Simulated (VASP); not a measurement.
# Al27H4C2O in VASP: notebook

The runs below take Al27H4C2O through single point, with PBE+D3(BJ).

Everything below comes from runs of VASP 6.6.1. Logs are shortened: lines on timing, memory, paths and dates and some standing lists are left out, and cuts for length are marked.

**1. The cell of the first run**

The cell holds a slab with vacuum, 34 atoms: a = 8.449 Å, b = 8.449 Å, c = 25.317 Å, α = 90.00°, β = 90.00°, γ = 120.00°.

**2. Single point, PBE+D3(BJ)**

INCAR

```
ALGO = Normal
DIPOL = 0.5 0.5 0.455
EDIFF = 1E-6
ENCUT = 520
GGA = PE
IDIPOL = 3
ISIF = 2
ISMEAR = 0
IVDW = 12
LASPH = T
LCHARG = T
LDIPOL = T
LELF = T
LREAL = Auto
LVACPOTAV = T
LVHAR = T
LWAVE = F
NBANDS = 72
NELM = 100
PREC = Accurate
SIGMA = 0.1
```

KPOINTS

```
k-points
0
Gamma
  3 3 1
```

POSCAR

```
Al27H4C2O
1.0
    8.4486369609      0.0000000000      0.0000000000
   -4.2243184805      7.3167342355      0.0000000000
    0.0000000000      0.0000000000     25.3168554614
Al C O H
27 2 1 4
Direct
    0.2222222222      0.1111111111      0.3159950102
    0.2222222222      0.4444444444      0.3159950102
    0.2222222222      0.7777777778      0.3159950102
    0.5555555556      0.1111111111      0.3159950102
    0.5555555556      0.4444444444      0.3159950102
    0.5555555556      0.7777777778      0.3159950102
    0.8888888889      0.1111111111      0.3159950102
    0.8888888889      0.4444444444      0.3159950102
    0.8888888889      0.7777777778      0.3159950102
    0.4426264124      0.2205375010      0.4099738378
    0.4457342523      0.5600017434      0.4100145676
    0.4486336699      0.8954343243      0.4183028050
    0.7770763934      0.2205441602      0.4098744553
    0.7790600724      0.5576361656      0.4102248896
    0.7753017340      0.8876638385      0.4109248508
    0.1101409953      0.2214212584      0.4105365663
    0.1134728470      0.5597889373      0.4099858325
    0.1132783604      0.8876120120      0.4115519365
    0.6640639361      0.3293044521      0.5008621510
    0.6633435603      0.6618500786      0.5040597870
    0.6718504690     -0.0047078910      0.5224634326
   -0.0041414133      0.3286155091      0.5032734922
   -0.0039750057      0.6608603714      0.5043882025
   -0.0033150128     -0.0029603983      0.5047607538
    0.3308055354      0.3288081453      0.5030427838
    0.3279225222      0.6567332196      0.5041387435
    0.3215000567     -0.0053283308      0.5211512969
    0.4558165610      0.1553544707      0.6301814688
    0.4315010705     -0.0017557138      0.5955014154
    0.6003129510      0.0033924116      0.5876094939
    0.3235357665      0.1455674595      0.6385248010
    0.5445398540      0.2883617121      0.6110667824
    0.5203779534      0.1553441415      0.6679840088
    0.3329625924     -0.1338584791      0.6138773606
```

Potentials or basis: VASP PAW PBE potentials, release 64 (Al, C, O, H).

Launch:

```console
cat potpaw_PBE.64/Al/POTCAR potpaw_PBE.64/C/POTCAR potpaw_PBE.64/O/POTCAR potpaw_PBE.64/H/POTCAR > POTCAR
mpirun -np 1 vasp_std > vasp.out
```

OUTCAR:

```text
EDIFF = 1E-6
   ENCUT = 520
   GGA = PE
   ISIF = 2
   ISMEAR = 0
   IVDW = 12
   LASPH = T
   LREAL = Auto
   NELM = 100
   PREC = Accurate
 IVDW          = 12

 ion  position               nearest neighbor table
   1  0.222  0.111  0.316-   9 2.82   7 2.82   2 2.82   3 2.82   5 2.82   4 2.82  10 2.87  16 2.89
                            18 2.92
   2  0.222  0.444  0.316-   7 2.82   8 2.82   1 2.82   6 2.82   5 2.82   3 2.82  11 2.89  17 2.89
                            16 2.90
   3  0.222  0.778  0.316-   9 2.82   1 2.82   8 2.82   4 2.82   6 2.82   2 2.82  17 2.86  18 2.90
                            12 3.07
   4  0.556  0.111  0.316-   8 2.82   7 2.82   5 2.82   6 2.82   3 2.82   1 2.82  13 2.88  10 2.88
                            12 3.03
   5  0.556  0.444  0.316-   8 2.82   4 2.82   1 2.82   9 2.82   2 2.82   6 2.82  10 2.89  14 2.89
                            11 2.90
   6  0.556  0.778  0.316-   7 2.82   9 2.82   4 2.82   2 2.82   3 2.82   5 2.82  11 2.86  15 2.89
                            12 3.07
   7  0.889  0.111  0.316-   2 2.82   6 2.82   4 2.82   1 2.82   8 2.82   9 2.82  13 2.88  16 2.89
                            15 2.91
   8  0.889  0.444  0.316-   4 2.82   5 2.82   2 2.82   7 2.82   3 2.82   9 2.82  13 2.89  14 2.89
                            17 2.89
   9  0.889  0.778  0.316-   1 2.82   6 2.82   3 2.82   7 2.82   5 2.82   8 2.82  14 2.88  15 2.91
[... 22 lines left out ...]
                            15 2.88
  21  0.672  0.995  0.522-  30 1.77  24 2.77  22 2.82  20 2.82  19 2.91  26 2.92  27 2.96  12 3.10
                            15 3.22  13 3.29
  22  0.996  0.329  0.503-  26 2.79  24 2.81  23 2.81  19 2.81  21 2.82  25 2.83  16 2.85  13 2.86
                            17 2.91
  23  0.996  0.661  0.504-  19 2.80  22 2.81  20 2.81  27 2.82  26 2.82  24 2.84  14 2.86  17 2.88
                            18 2.88
  24  0.997  0.997  0.505-  21 2.77  27 2.79  22 2.81  25 2.81  20 2.82  23 2.84  15 2.88  18 2.88
                            16 2.90
  25  0.331  0.329  0.503-  26 2.78  20 2.81  24 2.81  19 2.81  27 2.82  22 2.83  16 2.84  10 2.85
                            11 2.90
  26  0.328  0.657  0.504-  25 2.78  12 2.79  22 2.79  20 2.81  23 2.82  11 2.85  17 2.86  27 2.91
                            21 2.92
  27  0.322  0.995  0.521-  29 2.09  24 2.79  23 2.82  25 2.82  19 2.91  26 2.91  21 2.96  12 3.09
                            18 3.17  10 3.26
  28  0.456  0.155  0.630-  31 1.10  33 1.10  32 1.10  29 1.52
  29  0.432  0.998  0.596-  34 1.11  30 1.42  28 1.52  27 2.09
  30  0.600  0.003  0.588-  29 1.42  21 1.77
  31  0.324  0.146  0.639-  28 1.10
  32  0.545  0.288  0.611-  28 1.10
  33  0.520  0.155  0.668-  28 1.10
  34  0.333  0.866  0.614-  29 1.11

  LATTYP: Found a hexagonal cell.
 ALAT       =     8.4486369609
 C/A-ratio  =     2.9965609339

  Lattice vectors:

 A1 = (   8.4486369609,   0.0000000000,   0.0000000000)
 A2 = (  -4.2243184805,   7.3167342355,   0.0000000000)
 A3 = (   0.0000000000,   0.0000000000,  25.3168554614)

[... 187 lines left out ...]
   IALGO  =     38    algorithm
   IMIX   =      4    mixing-type and parameters
     AMIX     =   0.40;   BMIX     =  1.00
     AMIX_MAG =   1.60;   BMIX_MAG =  1.00
  volume/ion in A,a.u.               =      46.03       310.62
  Fermi-wavevector in a.u.,A,eV,Ry     =   0.652302  1.232672  5.789249  0.425498
  Thomas-Fermi vector in A             =   1.722179
   LORBIT       =      0    0 simple, 1 ext, 2 COOP (PROOUT), +10 PAW based schemes
   GGA     = PE    functional components
   LHFCALC =     F    Hartree Fock is set to
   AEXX    =    0.0000 exact exchange contribution
   IVDW    =    12    specifies the selected vdW correction
   LEPSILON=     F    determine dielectric tensor
   LRPA    =     F    only Hartree local field effects (RPA)
 non-spin polarized calculation
 Gauss-broadening in eV      SIGMA  =   0.10
  energy-cutoff  :      520.00
  volume of cell :     1565.00
 maximum number of plane-waves:     42155
   NGX = 31   NGY = 31   NGZ = 95

 dipolmoment           0.000000      0.000000     -0.464823 electrons x Angstroem

 number of electron      99.0000001 magnetization

 dipolmoment           0.000000      0.000000      0.116865 electrons x Angstroem

 Free energy of the ion-electron system (eV)
  ---------------------------------------------------
  ext. energy  EPLUGINS =         0.00000000
  ---------------------------------------------------
  free energy    TOTEN  =      -134.73885658 eV

  energy without entropy =     -134.69257250  energy(sigma->0) =     -134.71571454

 E-fermi :  -0.3106     XC(G=0):  -3.9197

 val. band max:       -0.3140286316   @ k =   0.0000   0.0000   0.0000
 cond. band min:      -0.3042086651   @ k =   0.0000   0.0000   0.0000
 fundamental gap:      0.0098199665
 Fermi energy:        -0.3105578125

 k-point     1 :       0.0000    0.0000    0.0000
  band No.  band energies     occupation
      1     -20.7051      2.00000
      2     -14.4022      2.00000
      3     -11.0332      2.00000
      4     -10.7014      2.00000
      5      -9.4441      2.00000
      6      -8.3990      2.00000
[... 309 lines left out ...]
     60       0.7419      0.00000
     61       1.2699      0.00000
 [bands above 61 left out]

------------------------ aborting loop because EDIFF is reached ----------------------------------------

 Edisp (eV)   -6.65491

 E8    (eV) :    -3.0423

  FORCE on cell =-STRESS in cart. coord.  units (eV):
  Direction    XX          YY          ZZ          XY          YZ          ZX
  --------------------------------------------------------------------------------------
  -------------------------------------------------------------------------------------
  Total     -14.77908   -14.54954    -0.13822     0.01979    -0.02576    -0.02610
  in kB     -15.13019   -14.89519    -0.14150     0.02026    -0.02638    -0.02672
  external pressure =      -10.06 kB  Pullay stress =        0.00 kB

 VOLUME and BASIS-vectors are now :
 -----------------------------------------------------------------------------
  energy-cutoff  :      520.00
  volume of cell :     1565.00
      direct lattice vectors                 reciprocal lattice vectors
     8.448636961  0.000000000  0.000000000     0.118362288  0.068336499  0.000000000
    -4.224318481  7.316734236  0.000000000     0.000000000  0.136672998  0.000000000
     0.000000000  0.000000000 25.316855461     0.000000000  0.000000000  0.039499376

 POSITION                                       TOTAL-FORCE (eV/Angst)
 -----------------------------------------------------------------------------------
      1.40811      0.81297      8.00000         0.017722      0.071144      0.024666
     -0.00000      3.25188      8.00000         0.005116     -0.056045     -0.011228
     -1.40811      5.69079      8.00000         0.022034      0.034737      0.063621
      4.22432      0.81297      8.00000         0.007168      0.016763     -0.050440
      2.81621      3.25188      8.00000        -0.004975     -0.058326     -0.031940
      1.40811      5.69079      8.00000        -0.028905      0.025039      0.022361
[... 26 lines left out ...]
      3.74026      1.13661     16.91125         0.024337     -0.003303      0.033055
     -0.84578      6.33733     15.54144        -0.003987     -0.015694      0.006879
 -----------------------------------------------------------------------------------
    total drift:                                0.006952     -0.008403      0.003251

  FREE ENERGIE OF THE ION-ELECTRON SYSTEM (eV)
  ---------------------------------------------------
  free  energy   TOTEN  =      -141.3937672173 eV

  energy  without entropy=     -141.3474831465  energy(sigma->0) =     -141.37062518

 vacuum level on the upper side and lower side of the slab         3.820         3.478
```

Wall time 52 min (1 thread of Oxide Virtual Turin-like, shared host); peak memory 1.6 GiB.

What came out:

- Free energy: -141.3938 eV
- Largest force: 0.125 eV/Å
- Band gap on the k mesh: zero (an odd number of electrons rules out a gap without spin polarisation)
- Dispersion energy per atom: -0.196 eV

Forces in eV/Å, atoms in the order of the input:
```
Al   0.018  0.071  0.025
Al   0.005 -0.056 -0.011
Al   0.022  0.035  0.064
Al   0.007  0.017 -0.050
Al  -0.005 -0.058 -0.032
Al  -0.029  0.025  0.022
Al  -0.005  0.076  0.000
Al  -0.014 -0.067 -0.012
Al  -0.007 -0.035  0.021
Al   0.002  0.000 -0.002
Al  -0.003 -0.002 -0.003
Al  -0.002  0.001  0.003
Al  -0.002  0.001 -0.002
Al  -0.001 -0.004  0.000
Al  -0.003 -0.003 -0.006
Al   0.002  0.002  0.000
Al   0.004 -0.002 -0.001
Al   0.007 -0.002  0.000
Al   0.003  0.003 -0.005
Al   0.002 -0.004 -0.001
Al   0.025  0.004 -0.017
Al  -0.003  0.001 -0.001
Al  -0.002  0.001  0.001
Al   0.000 -0.002  0.001
Al   0.001  0.000 -0.005
Al  -0.001 -0.006 -0.007
Al  -0.008  0.000 -0.003
C    0.004  0.003 -0.009
C   -0.123 -0.006  0.019
O    0.118 -0.001 -0.020
H   -0.036 -0.001  0.006
H    0.003  0.028 -0.015
H    0.024 -0.003  0.033
H   -0.004 -0.016  0.007
```

Levels at points of the mesh, in eV from the Fermi level:
| k point | band 46 | band 47 | band 48 | band 49 | band 50 | band 51 | band 52 | band 53 |
| --- | --- | --- | --- | --- | --- | --- | --- | --- |
| (0.00, 0.00, 0.00) | -0.81 | -0.78 | -0.72 | -0.54 | -0.30 | -0.02 | 0.00 | 0.01 |

**3. Single point, PBE+D3(BJ)**

This run uses another cell than the first one.

INCAR

```
ALGO = Normal ; DIPOL = 0.5 0.5 0.445
EDIFF = 1E-7 ; ENCUT = 520
GGA = PE ; IDIPOL = 3
ISIF = 2 ; ISMEAR = 0
IVDW = 12 ; LASPH = T
LCHARG = T ; LDIPOL = T
LELF = T ; LREAL = Auto
LVACPOTAV = T ; LVHAR = T
LWAVE = F ; NBANDS = 72
NELM = 60 ; PREC = Accurate
SIGMA = 0.1
```

KPOINTS is that of step 2.

POSCAR

```
Al27H4C2O
1.0
    8.4486369609      0.0000000000      0.0000000000
   -4.2243184805      7.3167342355      0.0000000000
    0.0000000000      0.0000000000     25.8384554614
Al C O H
27 2 1 4
Direct
    0.2222222222      0.1111111111      0.3096160299
    0.2222222222      0.4444444444      0.3096160299
    0.2222222222      0.7777777778      0.3096160299
    0.5555555556      0.1111111111      0.3096160299
    0.5555555556      0.4444444444      0.3096160299
    0.5555555556      0.7777777778      0.3096160299
    0.8888888889      0.1111111111      0.3096160299
    0.8888888889      0.4444444444      0.3096160299
    0.8888888889      0.7777777778      0.3096160299
    0.4475886602      0.2213491516      0.4014935941
    0.4446845481      0.5568977734      0.4023412692
    0.4456364520      0.8915525105      0.4023838337
    0.7796092982      0.2178513336      0.4096672064
    0.7798149195      0.5531861601      0.4015093402
    0.7771744627      0.8899484115      0.4014679349
    0.1112738363      0.2249839134      0.4020647477
    0.1077015322      0.5535769871      0.4030657831
    0.1118441750      0.8882544478      0.4018333703
    0.6628901593      0.3390828720      0.4937914866
    0.6671814089      0.6716910555      0.4935159427
    0.6584931967     -0.0048405486      0.5113882285
    0.0093564383      0.3454845130      0.5097681337
   -0.0019379240      0.6701083782      0.4939055876
   -0.0008731768      0.0025853865      0.4908689507
    0.3333436083      0.3367462686      0.4931561290
    0.3346195840      0.6713818339      0.4945076820
    0.3310855670      0.0028969371      0.4932152377
    0.8915756820      0.3762498902      0.6188991377
    0.8995605502      0.2391499737      0.5826178784
    0.7228838207      0.0859881241      0.5747728988
    1.0293581429      0.4910477116      0.6268291053
    0.8274025879      0.3110421823      0.6559399929
    0.8098820651      0.4323410114      0.6021062633
    0.9912826719      0.1928014080      0.5985938601
```

Potentials or basis: VASP PAW PBE potentials, release 64 (Al, C, O, H).

Launch:

```console
cat potpaw_PBE.64/Al/POTCAR potpaw_PBE.64/C/POTCAR potpaw_PBE.64/O/POTCAR potpaw_PBE.64/H/POTCAR > POTCAR
mpirun -np 1 vasp_std > vasp.out
```

Run time: 49 min. Hardware: 1 thread of Oxide Virtual Turin-like, shared host; peak memory 1.7 GiB.

The run converged. Its results:

```yaml
Free_energy: -141.3949 eV
Largest_force: 0.140 eV/Å
Band_gap_on_the_k_mesh: zero (an odd number of electrons rules out a gap without spin polarisation)
Dispersion_energy_per_atom: -0.196 eV
Work_function_of_the_upper_face: 4.11 eV
Work_function_of_the_lower_face: 3.79 eV
```

Forces on the atoms (eV/Å):
```
Al  -0.026  0.008 -0.025
Al   0.063 -0.031  0.028
Al  -0.031  0.042  0.014
Al   0.033  0.017 -0.007
Al  -0.043  0.028 -0.019
Al   0.063 -0.045 -0.005
Al  -0.008 -0.015 -0.030
Al  -0.004 -0.042  0.037
Al  -0.046  0.041 -0.009
Al  -0.001  0.002  0.004
Al  -0.003  0.000  0.004
Al   0.000  0.000  0.005
Al   0.000  0.000  0.002
Al  -0.004  0.000  0.004
Al  -0.003 -0.001  0.006
Al   0.001  0.002  0.004
Al   0.000  0.000  0.006
Al   0.004 -0.002  0.006
Al  -0.002  0.000 -0.001
Al  -0.002  0.000 -0.004
Al  -0.008 -0.015 -0.004
Al  -0.002  0.005 -0.001
Al   0.000 -0.003 -0.006
Al  -0.004  0.004 -0.002
Al  -0.003  0.000  0.000
Al   0.002 -0.002 -0.005
Al   0.003  0.001 -0.003
C    0.009 -0.006 -0.024
C    0.080  0.108  0.040
O   -0.072 -0.109 -0.035
H    0.014  0.018  0.006
H   -0.005 -0.012  0.017
H   -0.019  0.008 -0.008
H    0.014 -0.003  0.004
```

Levels at points of the mesh, in eV from the Fermi level:
```csv
k point,band 47,band 48,band 49,band 50,band 51,band 52
"(0.00, 0.00, 0.00)",-0.77,-0.72,-0.51,-0.30,-0.02,-0.01
```
